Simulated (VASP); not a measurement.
# BaTe (F-43m) in VASP: notebook, part 2 of 3

VASP 6.6.1. Earlier steps stand in the parts before.

## (3) Relaxation of cell and atoms, PBEsol

Input file INCAR:

```
PREC     = Accurate       # precision mode
ENCUT    = 600            # plane-wave cutoff, eV
EDIFF    = 1E-7           # SCF threshold, eV
ISMEAR   = -1             # smearing method
SIGMA    = 0.02           # smearing width, eV
LREAL    = False          # projectors in reciprocal space
LASPH    = True           # aspherical terms in the spheres
NELM     = 100            # most SCF steps
ALGO     = Normal         # electronic algorithm
ISIF     = 3              # what is computed and relaxed
LWAVE    = False          # write WAVECAR
LCHARG   = False          # write CHGCAR
GGA      = PS             # functional
IBRION   = 2              # ionic algorithm
NSW      = 80             # ionic steps
EDIFFG   = -0.005         # ionic threshold
```

Input file KPOINTS:

```
regular mesh
0
Gamma
  6 6 6
```

Input file POSCAR:

```
BaTe
1.0
    0.0000000000      3.9141586740      3.9141586740
    3.9141586740      0.0000000000      3.9141586740
    3.9141586740      3.9141586740      0.0000000000
Ba Te
1 1
Direct
    0.0000000000      0.0000000000      0.0000000000
    0.2500000000      0.2500000000      0.2500000000
```

Potentials or basis: VASP PAW PBE potentials, release 64 (Ba_sv, Te).

Started as:

```console
$ cat potpaw_PBE.64/Ba_sv/POTCAR potpaw_PBE.64/Te/POTCAR > POTCAR
$ mpirun -np 1 vasp_std > vasp.out
```

OUTCAR:

```text
PREC = Accurate
   ENCUT = 600
   EDIFF = 1E-7
   ISMEAR = -1
   LREAL = False
   LASPH = True
   NELM = 100
   ISIF = 3
   GGA = PS
   IBRION = 2
   NSW = 80
   EDIFFG = -0.005

 ion  position               nearest neighbor table
   1  0.000  0.000  0.000-   2 3.39   2 3.39   2 3.39   2 3.39
   2  0.250  0.250  0.250-   1 3.39   1 3.39   1 3.39   1 3.39

  LATTYP: Found a face centered cubic cell.
 ALAT       =     7.8283173480

  Lattice vectors:

 A1 = (   0.0000000000,   3.9141586740,   3.9141586740)
 A2 = (   3.9141586740,   0.0000000000,   3.9141586740)
 A3 = (   3.9141586740,   3.9141586740,   0.0000000000)

Analysis of symmetry for initial positions (statically):
=====================================================================
 Subroutine PRICEL returns:
 Original cell was already a primitive cell.

 Routine SETGRP: Setting up the symmetry group for a
 face centered cubic supercell.

 Subroutine GETGRP returns: Found 24 space group operations
 (whereof 24 operations were pure point group operations)
 out of a pool of 48 trial point group operations.

The static configuration has the point symmetry T_d .

Analysis of symmetry for dynamics (positions and initial velocities):
=====================================================================
 Subroutine PRICEL returns:
 Original cell was already a primitive cell.

 Routine SETGRP: Setting up the symmetry group for a
 face centered cubic supercell.

 Subroutine GETGRP returns: Found 24 space group operations
 (whereof 24 operations were pure point group operations)
 out of a pool of 48 trial point group operations.

The dynamic configuration has the point symmetry T_d .

 Subroutine INISYM returns: Found 24 space group operations
 (whereof 24 operations are pure point group operations),
 and found     1 'primitive' translations

----------------------------------------------------------------------------------------

                                     Primitive cell

  volume of cell :     119.9348

  direct lattice vectors                    reciprocal lattice vectors
     0.000000000  3.914158674  3.914158674    -0.127741372  0.127741372  0.127741372
     3.914158674  0.000000000  3.914158674     0.127741372 -0.127741372  0.127741372
     3.914158674  3.914158674  0.000000000     0.127741372  0.127741372 -0.127741372

  length of vectors
     5.535456282  5.535456282  5.535456282     0.221254547  0.221254547  0.221254547

  position of ions in fractional coordinates (direct lattice)
     0.000000000  0.000000000  0.000000000
     0.250000000  0.250000000  0.250000000

  ion indices of the primitive-cell ions
   primitive index   ion index
                 1           1
                 2           2

----------------------------------------------------------------------------------------

 KPOINTS: regular mesh

[... 98 lines left out ...]

 number of electron      16.0000000 magnetization

 Free energy of the ion-electron system (eV)
  ---------------------------------------------------
  ext. energy  EPLUGINS =         0.00000000
  ---------------------------------------------------
  free energy    TOTEN  =        -8.52036028 eV

  energy without entropy =       -8.52036028  energy(sigma->0) =       -8.52036028

------------------------ aborting loop because EDIFF is reached ----------------------------------------

  FORCE on cell =-STRESS in cart. coord.  units (eV):
  Direction    XX          YY          ZZ          XY          YZ          ZX
  --------------------------------------------------------------------------------------
  -------------------------------------------------------------------------------------
  Total       -0.4764878     -0.4764878     -0.4764878     -0.0000000      0.0000000      0.0000000
  in kB       -6.3652735     -6.3652735     -6.3652735     -0.0000000      0.0000000      0.0000000
  external PRESSURE =      -6.3652735 kB  Pullay stress =       0.0000000 kB

 VOLUME and BASIS-vectors are now :
 -----------------------------------------------------------------------------
  energy-cutoff  :      600.00
  volume of cell :      119.93
      direct lattice vectors                 reciprocal lattice vectors
     0.000000000  3.914158674  3.914158674    -0.127741372  0.127741372  0.127741372
     3.914158674  0.000000000  3.914158674     0.127741372 -0.127741372  0.127741372
     3.914158674  3.914158674  0.000000000     0.127741372  0.127741372 -0.127741372

 POSITION                                       TOTAL-FORCE (eV/Angst)
 -----------------------------------------------------------------------------------
      0.00000      0.00000      0.00000         0.000000      0.000000      0.000000
      1.95708      1.95708      1.95708        -0.000000     -0.000000     -0.000000
 -----------------------------------------------------------------------------------
    total drift:                                0.000000      0.000000     -0.000000

  FREE ENERGIE OF THE ION-ELECTRON SYSTEM (eV)
  ---------------------------------------------------
  free  energy   TOTEN  =        -8.5203602787 eV

  energy  without entropy=       -8.5203602787  energy(sigma->0) =       -8.52036028

--------------------------------------- Ionic step        2  -------------------------------------------

 number of electron      15.9999999 magnetization

 Free energy of the ion-electron system (eV)
  ---------------------------------------------------
  ext. energy  EPLUGINS =         0.00000000
  ---------------------------------------------------
  free energy    TOTEN  =        -8.52860062 eV

  energy without entropy =       -8.52860062  energy(sigma->0) =       -8.52860062

 E-fermi :   0.5053     XC(G=0):  -6.9671

 val. band max:        0.0660170756   @ k =  -0.3333   0.5000   0.1667
 cond. band min:       2.5697467136   @ k =   0.0000   0.0000   0.0000
 fundamental gap:      2.5037296380
 Fermi energy:         0.5053341575

 k-point     1 :       0.0000    0.0000    0.0000
  band No.  band energies     occupation
      1     -26.7110      2.00000
      2     -11.8981      2.00000
      3     -11.8981      2.00000
      4     -11.8981      2.00000
      5      -8.7403      2.00000
      6      -0.4192      2.00000
      7      -0.4192      2.00000
      8      -0.4192      2.00000
      9       2.5697      0.00000
     10       4.1924      0.00000
     11       4.1924      0.00000
     12       6.2207      0.00000
[... 211 lines left out ...]
 k-point    16 :      -0.3333    0.5000    0.1667
  band No.  band energies     occupation
      1     -26.7053      2.00000
      2     -12.1207      2.00000
      3     -11.9509      2.00000
      4     -11.9395      2.00000
      5      -8.3223      2.00000
      6      -0.7595      2.00000
      7      -0.2348      2.00000
      8       0.0660      2.00000
      9       2.9035      0.00000
     10       3.8388      0.00000
     11       4.8284      0.00000
     12       5.1909      0.00000

------------------------ aborting loop because EDIFF is reached ----------------------------------------

  FORCE on cell =-STRESS in cart. coord.  units (eV):
  Direction    XX          YY          ZZ          XY          YZ          ZX
  --------------------------------------------------------------------------------------
  -------------------------------------------------------------------------------------
  Total        0.0074361      0.0074361      0.0074361      0.0000000      0.0000000      0.0000000
  in kB        0.1028423      0.1028423      0.1028423      0.0000000      0.0000000      0.0000000
  external PRESSURE =       0.1028423 kB  Pullay stress =       0.0000000 kB

 VOLUME and BASIS-vectors are now :
 -----------------------------------------------------------------------------
  energy-cutoff  :      600.00
  volume of cell :      115.85
      direct lattice vectors                 reciprocal lattice vectors
    -0.000000000  3.869171223  3.869171223    -0.129226641  0.129226641  0.129226641
     3.869171223  0.000000000  3.869171223     0.129226641 -0.129226641  0.129226641
     3.869171223  3.869171223 -0.000000000     0.129226641  0.129226641 -0.129226641

 POSITION                                       TOTAL-FORCE (eV/Angst)
 -----------------------------------------------------------------------------------
      0.00000      0.00000      0.00000         0.000000      0.000000      0.000000
      1.93459      1.93459      1.93459        -0.000000     -0.000000     -0.000000
 -----------------------------------------------------------------------------------
    total drift:                                0.000000      0.000000     -0.000000

  FREE ENERGIE OF THE ION-ELECTRON SYSTEM (eV)
  ---------------------------------------------------
  free  energy   TOTEN  =        -8.5286006212 eV

  energy  without entropy=       -8.5286006212  energy(sigma->0) =       -8.52860062

 reached required accuracy - stopping structural energy minimisation
```

Wall time 33 s (1 thread of Intel Xeon 6975P-C (Granite Rapids), shared host); peak memory 0.35 GiB.

What came out:

```
Free energy                           : -8.5286 eV
Relaxed volume                        : 57.92 Å³/atom
Relaxed cell                          : a = 5.472 Å, b = 5.472 Å, c = 5.472 Å, α = 60.00°, β = 60.00°, γ = 60.00°
Space group after relaxing (to 0.1 Å) : F-43m (No. 216)
Energy gained by relaxing             : 4.1 meV/atom
Ionic steps                           : 2
Pressure after relaxing               : 0.0 GPa
Band gap on the k mesh                : 2.50 eV (least direct gap 2.84 eV)
```

The path:
| step | energy change (eV) | largest force (eV/Å) | pressure (GPa) | volume (Å³) |
| --- | --- | --- | --- | --- |
| 1 | 0.0000 | 0.0000 | -0.64 | 119.93 |
| 2 | -0.0082 | 0.0000 | 0.01 | 115.85 |

Final structure:
```
Ba Te
1.0
     0.00000    3.86917    3.86917
     3.86917    0.00000    3.86917
     3.86917    3.86917    0.00000
Ba Te
1 1
Direct
  0.00000 0.00000 0.00000
  0.25000 0.25000 0.25000
```

Caveat: the PAW data sets were made with another functional, which shifts forces and pressure a little; spin-orbit coupling is left out, which moves the levels of the heavy elements. A k mesh can miss the band edges.

## (4) Relaxation of cell and atoms, LDA

Input file INCAR:

```
SYSTEM = BaTe
PREC = Accurate ; ENCUT = 600
EDIFF = 1E-6 ; ISMEAR = -1
SIGMA = 0.02 ; LREAL = .False.
LASPH = .True. ; NELM = 100
ALGO = Normal ; ISIF = 3
LWAVE = .False. ; LCHARG = .False.
GGA = CA ; IBRION = 2
NSW = 80 ; EDIFFG = -0.005
```

Input file KPOINTS:

```
Automatic mesh
0
Gamma
  6 6 6
  0 0 0
```

POSCAR is that of step 3.

Potentials or basis: VASP PAW LDA potentials, release 64 (Ba_sv, Te).

Started as:

```console
$ cat potpaw_LDA.64/Ba_sv/POTCAR potpaw_LDA.64/Te/POTCAR > POTCAR
$ mpirun -np 1 vasp_std > vasp.out
```

Wall time 29 s (1 thread of Intel Xeon 6975P-C (Granite Rapids), shared host); peak memory 0.27 GiB.

It converged, with:

- Free energy: -8.8681 eV
- Relaxed volume: 56.02 Å³/atom
- Relaxed cell: a = 5.411 Å, b = 5.411 Å, c = 5.411 Å, α = 60.00°, β = 60.00°, γ = 60.00°
- Space group after relaxing (to 0.1 Å): F-43m (No. 216)
- Energy gained by relaxing: 16.8 meV/atom
- Ionic steps: 3
- Pressure after relaxing: 0.0 GPa
- Band gap on the k mesh: 2.40 eV (least direct gap 2.71 eV)

Step by step:
| step | energy change (eV) | largest force (eV/Å) | pressure (GPa) | volume (Å³) |
| --- | --- | --- | --- | --- |
| 1 | 0.0000 | 0.0000 | -1.29 | 119.93 |
| 2 | -0.0335 | 0.0000 | 0.06 | 111.74 |
| 3 | -0.0336 | 0.0000 | 0.00 | 112.04 |

Final structure:
```yaml
crystal:
  lattice:
    - [0.00000, 3.82634, 3.82634]
    - [3.82634, 0.00000, 3.82634]
    - [3.82634, 3.82634, 0.00000]
  atoms:
    - { symbol: Ba, position: [0.00000, 0.00000, 0.00000] }
    - { symbol: Te, position: [0.25000, 0.25000, 0.25000] }
```

Levels at points of the mesh, in eV from the valence-band top:
```csv
k point,band 4,band 5,band 6,band 7,band 8,band 9,band 10,band 11,band 12
"(0.00, 0.00, 0.00)",-11.88,-8.90,-0.54,-0.54,-0.54,2.40,4.08,4.08,6.17
"(0.50, 0.00, 0.00)",-11.90,-8.54,-0.80,-0.33,-0.33,3.91,4.30,4.30,4.45
"(0.50, 0.50, 0.00)",-11.93,-8.42,-1.14,-0.01,-0.01,2.71,3.84,5.01,5.02
```

Caveat: spin-orbit coupling is left out, which moves the levels of the heavy elements. A k mesh can miss the band edges.

(Continued in part 3 of 3.)
